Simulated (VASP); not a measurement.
Set up this calculation in VASP 6.6.1, as the native input.

* Task: single point
* Functional: PBEsol
* Potentials or basis: VASP PAW PBE potentials, release 64 (Ir)
* Cutoff: 520 eV
* k mesh: 22 × 22 × 22
* Occupations: gaussian, width 0.15 eV
* Spin: no spin polarisation
* Dipole correction: no
* Further INCAR settings: ALGO = Normal; EDIFF = 1e-06; NBANDS = 10

The structure of Ir lies in POSCAR:

```
Ir
1.0
    0.0000000000      2.0156850000      1.9197000000
    2.0156850000      0.0000000000      1.9197000000
    2.0156850000      2.0156850000      0.0000000000
Ir
1
Direct
    0.0000000000      0.0000000000      0.0000000000
```

This cell differs from its parent crystal: strain +0.050 along x and y, +0.000 along z.

These files were run (other wordings do the same):

INCAR

```
SYSTEM = Ir
PREC     = Accurate       ! precision mode
ENCUT    = 520            ! plane-wave cutoff, eV
EDIFF    = 1E-6           ! SCF threshold, eV
ISMEAR   = 0              ! smearing method
SIGMA    = 0.15           ! smearing width, eV
LREAL    = .FALSE.        ! projectors in reciprocal space
LASPH    = .TRUE.         ! aspherical terms in the spheres
NELM     = 100            ! most SCF steps
ALGO     = Normal         ! electronic algorithm
ISIF     = 2              ! what is computed and relaxed
LWAVE    = .FALSE.        ! write WAVECAR
LCHARG   = .FALSE.        ! write CHGCAR
GGA      = PS             ! functional
NBANDS   = 10             ! bands
```

KPOINTS

```
Automatic mesh
0
G
  22 22 22
  0 0 0
```

Potentials or basis: VASP PAW PBE potentials, release 64 (Ir).

Launch:

```console
$ cat potpaw_PBE.64/Ir/POTCAR > POTCAR
$ mpirun -np 1 vasp_std > vasp.out
```

It gave:

The pressure is -30.0 GPa.

Caveat: the cell differs from its parent crystal (strain +0.050 along x and y, +0.000 along z); the PAW data sets were made with another functional, which shifts forces and pressure a little.

Run time: 34 s on 1 thread of Intel(R) Xeon(R) 6975P-C (Granite Rapids) (shared host), peak memory 0.26 GiB.
